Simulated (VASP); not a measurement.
# Hf2S (P6_3/mmc) in VASP: notebook, part 2 of 2

VASP 6.6.1. The steps go on from the part before.

### 3 Single point, PBEsol

This run uses another cell than the first one, of 18.85 Å³/atom, 1.021 times its volume.

File INCAR:

```
SYSTEM = Hf2S
ALGO     = Normal         ! electronic algorithm
EDIFF    = 1E-6           ! SCF threshold, eV
ENCUT    = 520            ! plane-wave cutoff, eV
GGA      = PS             ! functional
ISIF     = 2              ! what is computed and relaxed
ISMEAR   = 0              ! smearing method
LASPH    = .True.         ! aspherical terms in the spheres
LCHARG   = .False.        ! write CHGCAR
LREAL    = .False.        ! projectors in reciprocal space
LWAVE    = .False.        ! write WAVECAR
NBANDS   = 35             ! bands
NELM     = 60             ! most SCF steps
PREC     = Accurate       ! precision mode
SIGMA    = 0.1            ! smearing width, eV
```

File KPOINTS:

```
k-points
0
Gamma
  12 12 4
  0 0 0
```

File POSCAR:

```
Hf2S
1.0
    3.3465310242      0.0000000000      0.0000000000
   -1.6732655121      2.8981808815      0.0000000000
    0.0000000000      0.0000000000     11.6642358493
Hf S
4 2
Direct
    0.6666666667      0.3333333333      0.8986176344
    0.3333333333      0.6666666667      0.3986176344
    0.6666666667      0.3333333333      0.6013823656
    0.3333333333      0.6666666667      0.1013823656
    0.0000000000      0.0000000000      0.7500000000
    0.0000000000      0.0000000000      0.2500000000
```

Potentials or basis: VASP PAW PBE potentials, release 64 (Hf_pv, S).

The run is started by

```console
> cat potpaw_PBE.64/Hf_pv/POTCAR potpaw_PBE.64/S/POTCAR > POTCAR
> mpirun -np 1 vasp_std > vasp.out
```

OUTCAR:

```text
SYSTEM = Hf2S
   EDIFF = 1E-6
   ENCUT = 520
   GGA = PS
   ISIF = 2
   ISMEAR = 0
   LASPH = .True.
   LREAL = .False.
   NELM = 60
   PREC = Accurate

 ion  position               nearest neighbor table
   1  0.667  0.333  0.899-   5 2.60   5 2.60   5 2.60   4 3.05   4 3.05   4 3.05   3 3.47
   2  0.333  0.667  0.399-   6 2.60   6 2.60   6 2.60   3 3.05   3 3.05   3 3.05   4 3.47
   3  0.667  0.333  0.601-   5 2.60   5 2.60   5 2.60   2 3.05   2 3.05   2 3.05   1 3.47
   4  0.333  0.667  0.101-   6 2.60   6 2.60   6 2.60   1 3.05   1 3.05   1 3.05   2 3.47
[... 1124 lines left out ...]
  -------------------------------------------------------------------------------------
  Total       -0.3134879     -0.3134879     -0.2946096      0.0000000      0.0000000      0.0000000
  in kB       -4.4397111     -4.4397111     -4.1723513      0.0000000      0.0000000      0.0000000
  external PRESSURE =      -4.3505912 kB  Pullay stress =       0.0000000 kB

 VOLUME and BASIS-vectors are now :
 -----------------------------------------------------------------------------
  energy-cutoff  :      520.00
  volume of cell :      113.13
      direct lattice vectors                 reciprocal lattice vectors
     3.346531024  0.000000000  0.000000000     0.298816892  0.172522013  0.000000000
    -1.673265512  2.898180882  0.000000000     0.000000000  0.345044026  0.000000000
     0.000000000  0.000000000 11.664235849     0.000000000  0.000000000  0.085732149

 POSITION                                       TOTAL-FORCE (eV/Angst)
 -----------------------------------------------------------------------------------
      1.67327      0.96606     10.48169         0.000000     -0.000000     -0.006951
     -0.00000      1.93212      4.64957        -0.000000      0.000000     -0.006951
      1.67327      0.96606      7.01467         0.000000      0.000000      0.006951
     -0.00000      1.93212      1.18255        -0.000000      0.000000      0.006951
      0.00000      0.00000      8.74818         0.000000      0.000000      0.000000
      0.00000      0.00000      2.91606        -0.000000     -0.000000     -0.000000
 -----------------------------------------------------------------------------------
    total drift:                               -0.000000      0.000000      0.000000

  FREE ENERGIE OF THE ION-ELECTRON SYSTEM (eV)
  ---------------------------------------------------
  free  energy   TOTEN  =       -57.4600000455 eV

  energy  without entropy=      -57.4456744022  energy(sigma->0) =      -57.45283722
```

OSZICAR:

```text
N       E                     dE             d eps       ncg     rms          rms(c)
DAV:   1     0.236063913561E+03    0.23606E+03   -0.28054E+04  4030   0.142E+03
DAV:   2    -0.424880033815E+02   -0.27855E+03   -0.26817E+03  4759   0.341E+02
DAV:   3    -0.593783356783E+02   -0.16890E+02   -0.16587E+02  5249   0.561E+01
DAV:   4    -0.596976757152E+02   -0.31934E+00   -0.31741E+00  5020   0.852E+00
DAV:   5    -0.597036915998E+02   -0.60159E-02   -0.60096E-02  5058   0.105E+00    0.102E+02
DAV:   6    -0.579189198042E+02    0.17848E+01   -0.27069E+00  4559   0.716E+00    0.612E+01
DAV:   7    -0.575211228913E+02    0.39780E+00   -0.29442E+00  4564   0.739E+00    0.517E+00
DAV:   8    -0.574610115562E+02    0.60111E-01   -0.40996E-01  4584   0.274E+00    0.147E+00
DAV:   9    -0.574603441950E+02    0.66736E-03   -0.17169E-02  5167   0.627E-01    0.732E-01
DAV:  10    -0.574600003750E+02    0.34382E-03   -0.23499E-03  4597   0.217E-01    0.243E-01
DAV:  11    -0.574600038435E+02   -0.34686E-05   -0.14019E-04  5264   0.539E-02    0.638E-02
DAV:  12    -0.574599995234E+02    0.43201E-05   -0.10660E-05  4854   0.162E-02    0.140E-02
DAV:  13    -0.574600000455E+02   -0.52211E-06   -0.12637E-06  3353   0.551E-03
   1 F= -.57460000E+02 E0= -.57452837E+02  d E =-.143256E-01
```

stdout:

```text
POSCAR found type information on POSCAR HfS
 POSCAR found :  2 types and       6 ions
 scaLAPACK will be used
 -----------------------------------------------------------------------------
|                                                                             |
|                                                                             |
|     You enforced a specific xc type in the INCAR file but a different       |
|     I HOPE YOU KNOW WHAT YOU ARE DOING!                                     |
|                                                                             |
 -----------------------------------------------------------------------------

 LDA part: xc-table for (Slater+PW92), standard interpolation
 POSCAR, INCAR and KPOINTS ok, starting setup
 FFT: planning ... GRIDC
 FFT: planning ... GRID_SOFT
 FFT: planning ... GRID
 WAVECAR not read
 entering main loop
```

Wall time 2.5 min (1 thread of AMD EPYC 9R45 (Zen 5), shared host); peak memory 0.32 GiB.

What came out:

| Quantity | Value |
| --- | --- |
| Free energy | -57.4600 eV |
| Pressure | -0.4 GPa |
| Largest force | 0.007 eV/Å |
| Band gap on the k mesh | zero (band 26 reaches 6.92 eV, above the bottom of band 27 at 5.89 eV) |

Forces in eV/Å, atoms in the order of the input:
```
Hf   0.000  0.000 -0.007
Hf   0.000  0.000 -0.007
Hf   0.000  0.000  0.007
Hf   0.000  0.000  0.007
S    0.000  0.000  0.000
S    0.000  0.000  0.000
```

Caveat: the PAW data sets were made with another functional, which shifts forces and pressure a little; spin-orbit coupling is left out, which moves the levels of the heavy elements.

### 4 Relaxation of shape and atoms at fixed volume, PBEsol (volume scaled by 0.91)

File INCAR:

```
PREC = Accurate ; ENCUT = 600
EDIFF = 1E-6 ; ISMEAR = 0
SIGMA = 0.1 ; LREAL = False
LASPH = True ; NELM = 100
ALGO = Normal ; ISIF = 4
LWAVE = False ; LCHARG = False
GGA = PS ; IBRION = 2
NSW = 50 ; EDIFFG = -0.01
```

File KPOINTS:

```
Automatic mesh
0
Gamma
  12 12 4
```

File POSCAR:

```
Hf2S
1.0
    3.2298950398      0.0000000000      0.0000000000
   -1.6149475199      2.7971711560      0.0000000000
    0.0000000000      0.0000000000     11.3949015343
Hf S
4 2
Direct
    0.6666666667      0.3333333333      0.8991172240
    0.3333333333      0.6666666667      0.3991172240
    0.6666666667      0.3333333333      0.6008827760
    0.3333333333      0.6666666667      0.1008827760
    0.0000000000      0.0000000000      0.7500000000
    0.0000000000      0.0000000000      0.2500000000
```

Potentials or basis: VASP PAW PBE potentials, release 64 (Hf_pv, S).

The run is started by

```console
> cat potpaw_PBE.64/Hf_pv/POTCAR potpaw_PBE.64/S/POTCAR > POTCAR
> mpirun -np 1 vasp_std > vasp.out
```

OUTCAR:

```text
PREC = Accurate
   ENCUT = 600
   EDIFF = 1E-6
   ISMEAR = 0
   LREAL = False
   LASPH = True
   NELM = 100
   ISIF = 4
   GGA = PS
   IBRION = 2
   NSW = 50
   EDIFFG = -0.01

 ion  position               nearest neighbor table
   1  0.667  0.333  0.899-   5 2.52   5 2.52   5 2.52   4 2.96   4 2.96   4 2.96   3 3.40
   2  0.333  0.667  0.399-   6 2.52   6 2.52   6 2.52   3 2.96   3 2.96   3 2.96   4 3.40
   3  0.667  0.333  0.601-   5 2.52   5 2.52   5 2.52   2 2.96   2 2.96   2 2.96   1 3.40
   4  0.333  0.667  0.101-   6 2.52   6 2.52   6 2.52   1 2.96   1 2.96   1 2.96   2 3.40
   5  0.000  0.000  0.750-   1 2.52   3 2.52   1 2.52   3 2.52   1 2.52   3 2.52
   6  0.000  0.000  0.250-   2 2.52   4 2.52   2 2.52   4 2.52   2 2.52   4 2.52

  LATTYP: Found a hexagonal cell.
 ALAT       =     3.2298950398
 C/A-ratio  =     3.5279479345

  Lattice vectors:

 A1 = (   3.2298950398,   0.0000000000,   0.0000000000)
 A2 = (  -1.6149475199,   2.7971711560,   0.0000000000)
 A3 = (   0.0000000000,   0.0000000000,  11.3949015343)

Analysis of symmetry for initial positions (statically):
=====================================================================
 Subroutine PRICEL returns:
 Original cell was already a primitive cell.

 Routine SETGRP: Setting up the symmetry group for a
 hexagonal supercell.
[... 186 lines left out ...]
  -------------------------------------------------------------------------------------
  Total        9.8821624      9.8821624     10.6746895     -0.0000000     -0.0000000      0.0000000
  in kB      153.7958236    153.7958236    166.1299009     -0.0000000     -0.0000000      0.0000000
  external PRESSURE =     157.9071827 kB  Pullay stress =       0.0000000 kB
[... 147 lines left out ...]
--------------------------------------- Ionic step        5  -------------------------------------------

 number of electron      51.9999999 magnetization

 Free energy of the ion-electron system (eV)
  ---------------------------------------------------
  ext. energy  EPLUGINS =         0.00000000
  ---------------------------------------------------
  free energy    TOTEN  =       -57.01567946 eV

  energy without entropy =      -56.99955082  energy(sigma->0) =      -57.00761514

 E-fermi :   7.2088     XC(G=0): -12.0645

 val. band max:        7.2083111122   @ k =   0.3333   0.2500   0.2500
 cond. band min:       7.2363776664   @ k =   0.3333   0.0833   0.0000
 fundamental gap:      0.0280665542
 Fermi energy:         7.2087787237

 k-point     1 :       0.0000    0.0000    0.0000
  band No.  band energies     occupation
      1     -23.8254      2.00000
      2     -23.6518      2.00000
      3     -23.2000      2.00000
      4     -23.0031      2.00000
      5     -23.0031      2.00000
      6     -23.0028      2.00000
[... 805 lines left out ...]
     30       9.2588      0.00000
     31       9.9972      0.00000

 [... further k-points ...]

------------------------ aborting loop because EDIFF is reached ----------------------------------------

  FORCE on cell =-STRESS in cart. coord.  units (eV):
  Direction    XX          YY          ZZ          XY          YZ          ZX
  --------------------------------------------------------------------------------------
  -------------------------------------------------------------------------------------
  Total        9.9898846      9.9898846      9.9860377      0.0000000      0.0000000      0.0000000
  in kB      155.4723014    155.4723014    155.4124322      0.0000000      0.0000000      0.0000000
  external PRESSURE =     155.4523450 kB  Pullay stress =       0.0000000 kB
[... 21 lines left out ...]
  FREE ENERGIE OF THE ION-ELECTRON SYSTEM (eV)
  ---------------------------------------------------
  free  energy   TOTEN  =       -57.0156794585 eV

  energy  without entropy=      -56.9995508173  energy(sigma->0) =      -57.00761514

 reached required accuracy - stopping structural energy minimisation
```

OSZICAR:

```text
N       E                     dE             d eps       ncg     rms          rms(c)
DAV:   1     0.274311024257E+03    0.27431E+03   -0.31169E+04  3542   0.181E+03
DAV:   2    -0.370114095394E+02   -0.31132E+03   -0.30442E+03  4204   0.406E+02
DAV:   3    -0.585046504919E+02   -0.21493E+02   -0.21108E+02  4636   0.659E+01
[... 31 lines left out ...]
       N       E                     dE             d eps       ncg     rms          rms(c)
DAV:   1    -0.570154405034E+02    0.11408E-03   -0.60534E-02  3590   0.149E+00    0.272E-01
DAV:   2    -0.570156854227E+02   -0.24492E-03   -0.25978E-03  4375   0.288E-01    0.661E-02
DAV:   3    -0.570156791069E+02    0.63158E-05   -0.71831E-05  4331   0.437E-02    0.501E-02
DAV:   4    -0.570156794585E+02   -0.35160E-06   -0.40661E-06  3843   0.963E-03
   5 F= -.57015679E+02 E0= -.57007615E+02  d E =-.125565E-03
```

Run time: 8.2 min. Hardware: 1 thread of Intel Xeon Platinum 8488C (Sapphire Rapids), shared host; peak memory 0.38 GiB.

What came out:

```yaml
Free_energy: -57.0157 eV
Energy_gained_by_relaxing: 0.4 meV/atom
Ionic_steps: 5
Pressure_after_relaxing: 15.5 GPa
Band_gap_on_the_k_mesh: zero (band 26 reaches 7.77 eV, above the bottom of band 27 at 6.73 eV)
```

The path:
```csv
step,energy change (eV),largest force (eV/Å),pressure (GPa),volume (Å³)
1,0.0000,0.0458,15.79,102.95
2,-0.0023,0.0360,15.61,102.95
3,-0.0024,0.0331,15.56,102.95
4,-0.0024,0.0331,15.56,102.95
5,-0.0025,0.0001,15.55,102.95
```

Final structure:
```
Hf S
1.0
     3.22139    0.00000    0.00000
    -1.61070    2.78981    0.00000
     0.00000    0.00000   11.45515
Hf S
4 2
Direct
  0.66667 0.33333 0.89953
  0.33333 0.66667 0.39953
  0.66667 0.33333 0.60047
  0.33333 0.66667 0.10047
  0.00000 0.00000 0.75000
  0.00000 0.00000 0.25000
```

Caveat: the cell differs from its parent crystal (volume scaled by 0.91); the PAW data sets were made with another functional, which shifts forces and pressure a little; spin-orbit coupling is left out, which moves the levels of the heavy elements.

### 5 Relaxation of shape and atoms at fixed volume, PBEsol (volume scaled by 0.94)

File INCAR:

```
SYSTEM = Hf2S
ALGO = Normal
EDIFF = 1E-6
EDIFFG = -0.01
ENCUT = 600
GGA = PS
IBRION = 2
ISIF = 4
ISMEAR = 0
LASPH = .True.
LCHARG = .False.
LREAL = .False.
LWAVE = .False.
NELM = 100
NSW = 50
PREC = Accurate
SIGMA = 0.1
```

File KPOINTS:

```
k-points
0
Gamma
  12 12 4
  0 0 0
```

File POSCAR:

```
Hf2S
1.0
    3.2719355850      0.0000000000      0.0000000000
   -1.6359677925      2.8335793362      0.0000000000
    0.0000000000      0.0000000000     11.4700250631
Hf S
4 2
Direct
    0.6666666667      0.3333333333      0.8988517866
    0.3333333333      0.6666666667      0.3988517866
    0.6666666667      0.3333333333      0.6011482134
    0.3333333333      0.6666666667      0.1011482134
    0.0000000000      0.0000000000      0.7500000000
    0.0000000000      0.0000000000      0.2500000000
```

The run is started by

```console
> cat potpaw_PBE.64/Hf_pv/POTCAR potpaw_PBE.64/S/POTCAR > POTCAR
> mpirun -np 1 vasp_std > vasp.out
```

It took 7.2 min on 1 thread of Intel Xeon Platinum 8488C (Sapphire Rapids), shared host; peak memory 0.39 GiB.

It converged, with:

| Quantity | Value |
| --- | --- |
| Free energy | -57.2794 eV |
| Energy gained by relaxing | 0.3 meV/atom |
| Ionic steps | 4 |
| Pressure after relaxing | 9.4 GPa |
| Largest force after relaxing | 0.005 eV/Å |
| Band gap on the k mesh | zero (band 26 reaches 7.47 eV, above the bottom of band 27 at 6.42 eV) |

Forces in eV/Å, atoms in the order of the input:
```
Hf   0.000  0.000  0.005
Hf   0.000  0.000  0.005
Hf   0.000  0.000 -0.005
Hf   0.000  0.000 -0.005
S    0.000  0.000  0.000
S    0.000  0.000  0.000
```

Step by step:
```tsv
step	energy change (eV)	largest force (eV/Å)	pressure (GPa)	volume (Å³)
1	0.0000	0.0228	9.62	106.34
2	-0.0016	0.0278	9.49	106.34
3	-0.0016	0.0289	9.46	106.34
4	-0.0017	0.0053	9.45	106.34
```

Final structure:
```yaml
crystal:
  lattice:
    - [3.26460, 0.00000, 0.00000]
    - [-1.63230, 2.82723, 0.00000]
    - [0.00000, 0.00000, 11.52161]
  atoms:
    - { symbol: Hf, position: [0.66667, 0.33333, 0.89910] }
    - { symbol: Hf, position: [0.33333, 0.66667, 0.39910] }
    - { symbol: Hf, position: [0.66667, 0.33333, 0.60090] }
    - { symbol: Hf, position: [0.33333, 0.66667, 0.10090] }
    - { symbol: S, position: [0.00000, 0.00000, 0.75000] }
    - { symbol: S, position: [0.00000, 0.00000, 0.25000] }
```

Levels at points of the mesh, in eV from the Fermi level:
| k point | band 24 | band 25 | band 26 | band 27 | band 28 | band 29 |
| --- | --- | --- | --- | --- | --- | --- |
| (0.00, 0.00, 0.00) | -0.13 | -0.12 | 0.53 | 0.53 | 0.61 | 0.61 |
| (0.50, 0.00, 0.00) | -1.36 | -1.14 | -0.65 | -0.52 | 0.96 | 1.03 |
| (0.00, 0.00, 0.50) | -1.15 | 0.46 | 0.46 | 0.46 | 0.46 | 1.45 |
| (0.50, 0.00, 0.50) | -1.84 | -0.84 | -0.84 | 0.32 | 0.32 | 1.59 |

Caveat: the cell differs from its parent crystal (volume scaled by 0.94); the PAW data sets were made with another functional, which shifts forces and pressure a little; spin-orbit coupling is left out, which moves the levels of the heavy elements.

### 6 Overview

| task | cell | cutoff (eV) | gap on the mesh (eV) | pressure (GPa) | largest force (eV/Å) |
| --- | --- | --- | --- | --- | --- |
| single point | a = 3.296, b = 3.296, c = 11.769 Å, angles 90.0, 90.0, 120.0°, 6 atoms | 520 | none | 2.3 | 0.09 |
| single point | a = 3.347, b = 3.347, c = 11.664 Å, angles 90.0, 90.0, 120.0°, 6 atoms | 520 | none | -0.4 | 0.01 |
| relaxation of shape and atoms at fixed volume | relaxed from a = 3.230, b = 3.230, c = 11.395 Å, angles 90.0, 90.0, 120.0°, 6 atoms | 600 | none | 15.5 | - |
| relaxation of shape and atoms at fixed volume | relaxed from a = 3.272, b = 3.272, c = 11.470 Å, angles 90.0, 90.0, 120.0°, 6 atoms | 600 | none | 9.4 | 0.01 |

Alike in all rows: level PBEsol; potentials or basis VASP PAW PBE potentials, release 64 (Hf_pv, S); no spin polarisation; k mesh 12 × 12 × 4; smearing gaussian 0.1 eV.

Caveats: the PAW data sets were made with another functional, which shifts forces and pressure a little; spin-orbit coupling is left out, which moves the levels of the heavy elements.

Absolute energies hang on the potentials; compare differences alone.
